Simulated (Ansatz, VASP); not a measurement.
## One calculation of Cd2B2N, two programs

Contents of POSCAR:

```
Cd2B2N
1.0
    0.0000000000      3.6952970000      0.0000000000
    3.6952970000      0.0000000000      0.0000000000
    1.8476480000      1.8476480000     -4.9342460000
B Cd N
2 2 1
Direct
    0.3780000000      0.3780000000      0.2440000000
    0.6220000000      0.6220000000      0.7560000000
    0.7500000000      0.2500000000      0.5000000000
    0.2500000000      0.7500000000      0.5000000000
    0.0000000000      0.0000000000      0.0000000000
```

File INCAR.step1:

```
SYSTEM = Cd2B2N
PREC     = Accurate       ! precision mode
ENCUT    = 520            ! plane-wave cutoff, eV
ISMEAR   = 1              ! smearing method
SIGMA    = 0.025          ! smearing width, eV
LREAL    = .FALSE.        ! projectors in reciprocal space
LASPH    = .TRUE.         ! aspherical terms in the spheres
NELM     = 80             ! most SCF steps
NBANDS   = 26             ! bands
GGA      = PE             ! functional
ALGO     = Normal         ! electronic algorithm
EDIFF    = 1E-4           ! SCF threshold, eV
LWAVE    = .TRUE.         ! write WAVECAR
LCHARG   = .FALSE.        ! write CHGCAR
```

INCAR.step2

```
SYSTEM = Cd2B2N
PREC     = Accurate       ! precision mode
ENCUT    = 520            ! plane-wave cutoff, eV
EDIFF    = 1E-6           ! SCF threshold, eV
ISMEAR   = 1              ! smearing method
SIGMA    = 0.025          ! smearing width, eV
LREAL    = .FALSE.        ! projectors in reciprocal space
LASPH    = .TRUE.         ! aspherical terms in the spheres
NELM     = 80             ! most SCF steps
ALGO     = Normal         ! electronic algorithm
ISIF     = 2              ! what is computed and relaxed
LWAVE    = .FALSE.        ! write WAVECAR
LCHARG   = .FALSE.        ! write CHGCAR
METAGGA  = R2SCAN         ! meta-GGA
LMIXTAU  = .TRUE.       
NBANDS   = 26             ! bands
ISTART   = 1
```

Contents of KPOINTS:

```
regular mesh
0
G
  5 5 5
  0 0 0
```

Input for Ansatz:

```yaml
crystal:
  lattice:
    - [0.0, 3.695297, 0.0]
    - [3.695297, 0.0, 0.0]
    - [1.847648, 1.847648, -4.934246]
  atoms:
    - { symbol: B, position: [0.378, 0.378, 0.244] }
    - { symbol: B, position: [0.622, 0.622, 0.756] }
    - { symbol: Cd, position: [0.75, 0.25, 0.5] }
    - { symbol: Cd, position: [0.25, 0.75, 0.5] }
    - { symbol: "N", position: [0.0, 0.0, 0.0] }
  symmetry: { tolerance: 0.0003 }
kpoints:
  mp_grid: { grid: [5, 5, 5], shift: [0, 0, 0] }
magnetization:
  spin_polarized: false
scf:
  occupations: { method: methfessel_paxton, width: 0.025 }
  n_extra_bands: 32
hamiltonian:
  pseudopotentials: { kind: paw }
  xc: r2scan
basis:
  ecutwfc: 500
output:
  forces: true
  stress: true
  eigenvalues: true
```

Alike in both runs: task single point; functional r2SCAN; k mesh 5 × 5 × 5; occupations methfessel-paxton of order 1, width 0.025 eV; no spin polarisation.

```csv
,VASP,Ansatz
version,VASP 6.6.1,Ansatz 0.2.0
potentials or method,"VASP PAW PBE potentials, release 64 (B, Cd, N), cutoff 520 eV",PAW plane waves
valence electrons in the cell,35,51
```

VASP gave:

```
gap on the k mesh at the Fermi level (eV)                     : none
pressure (GPa)                                                : 17.6
traceless stress, the component that is largest in VASP (GPa) : -29.08
rms of the force components (eV/Å)                            : 1.767
```

Problem. Which values does Ansatz return?

Solution. gap on the k mesh at the Fermi level (eV): none; pressure (GPa): 16.2; traceless stress, the component that is largest in VASP (GPa): -28.56; rms of the force components (eV/Å): 1.743.

VASP's potentials were made for PBE, not for r2SCAN. Atom by atom the forces differ by 0.024 eV/Å (rms over components). A gap of «none» marks a metal or a gap that the smearing closes. VASP's potentials hold 35 valence electrons a cell and Ansatz's 51, so a difference there can come from the potentials and not from the codes.

The k mesh is coarse, so the values compare programs but aren't converged.
